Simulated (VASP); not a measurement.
# TiAl3 (I4/mmm) in VASP: single point with LDA

Aim: the single point of TiAl3 with LDA.

All numbers are computed with VASP 6.6.1; they aren't measurements. Logs are shortened: lines on timing, memory, paths and dates and some standing lists are left out, and cuts for length are marked.

**1. The cell of the first run**

The structure is tetragonal, space group I4/mmm (No. 139). The conventional cell has a = 3.822 Å, b = 3.822 Å, c = 8.561 Å, α = 90.00°, β = 90.00°, γ = 90.00°. Ti (site symmetry 4/mmm) has 12 Al at 2.70 to 2.87 Å within 3.6 Å. Within 3.6 Å of Al (site symmetry 4/mmm) lie 4 Ti at 2.70 Å and 8 Al at 2.87 Å. Al (site symmetry -4m2) has 8 Al at 2.70 to 2.87 Å and 4 Ti at 2.87 Å within 3.6 Å.

**2. Single point, LDA**

File INCAR:

```
PREC = Accurate
ENCUT = 520
EDIFF = 1E-6
ISMEAR = 1
SIGMA = 0.05
LREAL = F
LASPH = T
NELM = 60
ALGO = Normal
ISIF = 2
LWAVE = F
LCHARG = T
LELF = T
LVHAR = T
NBANDS = 18
```

File KPOINTS:

```
regular mesh
0
Gamma
  9 9 9
```

File POSCAR:

```
TiAl3
1.0
   -1.9111070000      1.9111070000      4.2806690000
    1.9111070000     -1.9111070000      4.2806690000
    1.9111070000      1.9111070000     -4.2806690000
Ti Al
1 3
Direct
    0.0000000000      0.0000000000      0.0000000000
    0.5000000000      0.5000000000      0.0000000000
    0.7500000000      0.2500000000      0.5000000000
    0.2500000000      0.7500000000      0.5000000000
```

Potentials or basis: VASP PAW LDA potentials, release 64 (Ti_sv, Al).

On the command line:

```
> cat potpaw_LDA.64/Ti_sv/POTCAR potpaw_LDA.64/Al/POTCAR > POTCAR
> mpirun -np 1 vasp_std > vasp.out
```

OUTCAR:

```text
PREC = Accurate
   ENCUT = 520
   EDIFF = 1E-6
   ISMEAR = 1
   LREAL = F
   LASPH = T
   NELM = 60
   ISIF = 2

 ion  position               nearest neighbor table
   1  0.000  0.000  0.000-   2 2.70   2 2.70   2 2.70   2 2.70   4 2.87   3 2.87   4 2.87   4 2.87
                             3 2.87   3 2.87   4 2.87   3 2.87
   2  0.500  0.500  0.000-   1 2.70   1 2.70   1 2.70   1 2.70   4 2.87   3 2.87   4 2.87   3 2.87
                             4 2.87   4 2.87   3 2.87   3 2.87
   3  0.750  0.250  0.500-   4 2.70   4 2.70   4 2.70   4 2.70   2 2.87   1 2.87   2 2.87   1 2.87
                             2 2.87   2 2.87   1 2.87   1 2.87
   4  0.250  0.750  0.500-   3 2.70   3 2.70   3 2.70   3 2.70   2 2.87   1 2.87   2 2.87   2 2.87
                             1 2.87   1 2.87   2 2.87   1 2.87

  LATTYP: Found a body centered tetragonal cell.
 ALAT       =     3.8222140000
 C/A-ratio  =     2.2398897602

  Lattice vectors:

 A1 = (  -1.9111070000,   1.9111070000,   4.2806690000)
 A2 = (   1.9111070000,  -1.9111070000,   4.2806690000)
 A3 = (   1.9111070000,   1.9111070000,  -4.2806690000)

Analysis of symmetry for initial positions (statically):
=====================================================================
 Subroutine PRICEL returns:
 Original cell was already a primitive cell.

 Routine SETGRP: Setting up the symmetry group for a
 body centered tetragonal supercell.

 Subroutine GETGRP returns: Found 16 space group operations
 (whereof 16 operations were pure point group operations)
 out of a pool of 16 trial point group operations.

The static configuration has the point symmetry D_4h.

Analysis of symmetry for dynamics (positions and initial velocities):
=====================================================================
 Subroutine PRICEL returns:
 Original cell was already a primitive cell.

 Routine SETGRP: Setting up the symmetry group for a
 body centered tetragonal supercell.

 Subroutine GETGRP returns: Found 16 space group operations
 (whereof 16 operations were pure point group operations)
 out of a pool of 16 trial point group operations.

The dynamic configuration has the point symmetry D_4h.

 Subroutine INISYM returns: Found 16 space group operations
 (whereof 16 operations are pure point group operations),
 and found     1 'primitive' translations

----------------------------------------------------------------------------------------

                                     Primitive cell

  volume of cell :      62.5377

  direct lattice vectors                    reciprocal lattice vectors
    -1.911107000  1.911107000  4.280669000     0.000000000  0.261628470  0.116804172
[... 91 lines left out ...]
   LREAL  =      F    real-space projection
   EDIFFG = 0.1E-04   stopping-criterion for IOM
   NSW    =      0    number of steps for IOM
   IBRION =     -1    ionic relax: 0-MD 1-quasi-New 2-CG
   NFREE  =      0    steps in history (QN), initial steepest desc. (CG)
   ISIF   =      2    stress and relaxation
   ISYM   =      2    0-nonsym 1-usesym 2-fastsym
   POTIM  = 0.5000    time-step for ionic-motion
   TEBEG  =    0.0;   TEEND  =   0.0 temperature during run
   PSTRESS=    0.0 pullay stress
   NELECT =      21.0000    total number of electrons
   NUPDOWN=      -1.0000    fix difference up-down
   EMIN   =  10.00;   EMAX   =-10.00  energy-range for DOS
   EFERMI =   0.00;   METHOD = LEGACY
   ISMEAR =     1;   SIGMA  =   0.05  broadening in eV -4-tet -1-fermi 0-gaus
   EFERMI_NEDOS =   21; number of points for ismear=-14 and -15
   IALGO  =     38    algorithm
   IMIX   =      4    mixing-type and parameters
     AMIX     =   0.40;   BMIX     =  1.00
     AMIX_MAG =   1.60;   BMIX_MAG =  1.00
  volume/ion in A,a.u.               =      15.63       105.51
  Fermi-wavevector in a.u.,A,eV,Ry     =   1.137891  2.150302 17.616772  1.294796
  Thomas-Fermi vector in A             =   2.274596
   LORBIT       =      0    0 simple, 1 ext, 2 COOP (PROOUT), +10 PAW based schemes
   GGA     = CA    functional components
   LHFCALC =     F    Hartree Fock is set to
   AEXX    =    0.0000 exact exchange contribution
   IVDW    =     0    specifies the selected vdW correction
   LEPSILON=     F    determine dielectric tensor
   LRPA    =     F    only Hartree local field effects (RPA)
 non-spin polarized calculation
 Methfessel and Paxton  Order N= 1 SIGMA  =   0.05
  energy-cutoff  :      520.00
  volume of cell :       62.54
 maximum number of plane-waves:      1695
 NGX is ok and might be reduce to    40
   NGX = 19   NGY = 19   NGZ = 19

 number of electron      20.9999999 magnetization

 Free energy of the ion-electron system (eV)
  ---------------------------------------------------
  ext. energy  EPLUGINS =         0.00000000
  ---------------------------------------------------
  free energy    TOTEN  =       -22.77353827 eV

  energy without entropy =      -22.77368599  energy(sigma->0) =      -22.77358751

 E-fermi :   8.1350     XC(G=0): -10.9858

 val. band max:        8.1328147407   @ k =  -0.2222   0.2222   0.2222
 cond. band min:       8.1453519198   @ k =  -0.4444   0.4444   0.2222
 fundamental gap:      0.0125371791
 Fermi energy:         8.1349568533

 k-point     1 :       0.0000    0.0000    0.0000
  band No.  band energies     occupation
      1     -47.6079      2.00000
      2     -24.3108      2.00000
      3     -24.3108      2.00000
      4     -24.2375      2.00000
      5      -1.9401      2.00000
      6       5.2663      2.00000
[... 481 lines left out ...]
      5       2.3204      2.00000
      6       3.0988      2.00000
[... 10 lines left out ...]
     17      11.7406      0.00000
     18      14.0204      0.00000

 [... further k-points ...]
[... 5 lines left out ...]
  --------------------------------------------------------------------------------------
  -------------------------------------------------------------------------------------
  Total       -1.4009327     -1.4009327     -1.1743262      0.0000000      0.0000000      0.0000000
  in kB      -35.8910529    -35.8910529    -30.0855321      0.0000000      0.0000000      0.0000000
  external PRESSURE =     -33.9558793 kB  Pullay stress =       0.0000000 kB

 VOLUME and BASIS-vectors are now :
 -----------------------------------------------------------------------------
  energy-cutoff  :      520.00
  volume of cell :       62.54
      direct lattice vectors                 reciprocal lattice vectors
    -1.911107000  1.911107000  4.280669000     0.000000000  0.261628470  0.116804172
     1.911107000 -1.911107000  4.280669000     0.261628470  0.000000000  0.116804172
     1.911107000  1.911107000 -4.280669000     0.261628470  0.261628470  0.000000000

 POSITION                                       TOTAL-FORCE (eV/Angst)
 -----------------------------------------------------------------------------------
      0.00000      0.00000      0.00000         0.000000     -0.000000      0.000000
      0.00000      0.00000      4.28067         0.000000     -0.000000      0.000000
     -0.00000      1.91111      2.14033        -0.000000      0.000000     -0.000000
      1.91111     -0.00000      2.14033        -0.000000     -0.000000      0.000000
 -----------------------------------------------------------------------------------
    total drift:                               -0.000000     -0.000000     -0.000000

  FREE ENERGIE OF THE ION-ELECTRON SYSTEM (eV)
  ---------------------------------------------------
  free  energy   TOTEN  =       -22.7735382715 eV

  energy  without entropy=      -22.7736859860  energy(sigma->0) =      -22.77358751
```

stdout:

```text
POSCAR found type information on POSCAR TiAl
 POSCAR found :  2 types and       4 ions
 scaLAPACK will be used
 LDA part: xc-table for (Slater(with rela. corr.)+CA(PZ))
 , standard interpolation
 POSCAR, INCAR and KPOINTS ok, starting setup
 FFT: planning ... GRIDC
 FFT: planning ... GRID_SOFT
 FFT: planning ... GRID
 WAVECAR not read
 entering main loop
```

It took 83 s on 1 thread of AMD EPYC 9R45 (Zen 5), shared host; peak memory 0.21 GiB.

What came out:

```yaml
Free_energy: -22.7735 eV
Pressure: -3.4 GPa
```

Stress tensor (GPa, compression positive):
```
-3.59  0.00  0.00
 0.00 -3.59  0.00
 0.00  0.00 -3.01
```

Levels at points of the mesh, in eV from the Fermi level:
```csv
k point,band 7,band 8,band 9,band 10,band 11,band 12,band 13,band 14,band 15,band 16
"(0.00, 0.00, 0.00)",-2.58,-1.41,-1.23,-1.23,0.83,1.78,1.78,2.31,2.39,3.79
```
